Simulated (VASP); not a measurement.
NbPdSe4:

```xyz
6
Lattice="4.0482 0.0000 0.0000 -2.0241 3.5059 0.0000 0.0000 0.0000 8.4155" Properties=species:S:1:pos:R:3 pbc="T T T"
Nb    0.0000    0.0000    0.0000
Pd    0.0000    0.0000    4.2077
Se    0.0000    2.3373    6.2550
Se    0.0000    2.3373    2.1605
Se    2.0241    1.1686    6.2550
Se    2.0241    1.1686    2.1605
```

| Quantity | Value |
| --- | --- |
| Program | VASP 6.6.1 |
| Task | relaxation of cell and atoms |
| Functional | PBE |
| Potentials or basis | VASP PAW PBE potentials, release 64 (Nb_sv, Pd, Se) |
| Cutoff | 600 eV |
| k mesh | 6 × 6 × 2 |
| Occupations | gaussian, width 0.1 eV |
| Spin | no spin polarisation |

At the start: pressure 14.2 GPa; volume 19.91 Å³/atom.

How do energy, volume and symmetry change on relaxing?

Over 18 steps the energy falls by 1012.5 meV/atom and the volume is 19.03 Å³/atom (-4.4 %); space group P6/mmm (No. 191, to 0.05 Å).

Step by step:
| step | energy change (eV) | largest force (eV/Å) | pressure (GPa) | volume (Å³) |
| --- | --- | --- | --- | --- |
| 1 | 0.0000 | 0.6849 | 14.22 | 119.44 |
| 2 | -2.7425 | 0.7247 | -9.14 | 150.32 |
| 3 | -2.7567 | 0.7409 | -7.57 | 146.20 |
| 4 | -4.4988 | 0.5390 | -7.79 | 131.63 |
| 5 | -5.6114 | 0.3996 | -4.00 | 118.93 |
| 6 | 4.6928 | 3.0254 | 69.20 | 90.95 |
| 7 | -5.6650 | 0.5645 | -3.34 | 117.41 |
| 8 | -5.1641 | 0.1516 | 13.30 | 104.56 |
| 9 | -5.8551 | 0.6415 | -0.83 | 114.33 |
| 10 | -5.8218 | 0.5373 | 5.98 | 108.62 |
| 11 | -5.9282 | 0.6702 | 1.43 | 112.04 |
| 12 | -5.9312 | 0.6596 | 2.58 | 111.04 |
| 13 | -5.9603 | 0.1264 | 0.34 | 114.41 |
| 14 | -5.9864 | 0.3830 | 1.07 | 113.06 |
| 15 | -6.0531 | 0.2046 | -2.03 | 116.42 |
| 16 | -6.0535 | 0.2222 | -1.84 | 116.17 |
| 17 | -6.0714 | 0.1056 | 0.73 | 113.35 |
| 18 | -6.0751 | 0.0068 | -0.05 | 114.15 |

Final structure:
```
CELL_PARAMETERS angstrom
4.81936 0.00000 0.00000
-2.40968 4.17369 0.00000
0.00000 0.00000 5.67519
ATOMIC_POSITIONS crystal
Nb 0.00000 0.00000 0.00000
Pd 0.00000 0.00000 0.50000
Se 0.33333 0.66667 0.77027
Se 0.33333 0.66667 0.22973
Se 0.66667 0.33333 0.77027
Se 0.66667 0.33333 0.22973
```

Caveat: the k points lie up to 0.55 Å⁻¹ apart in the final cell.
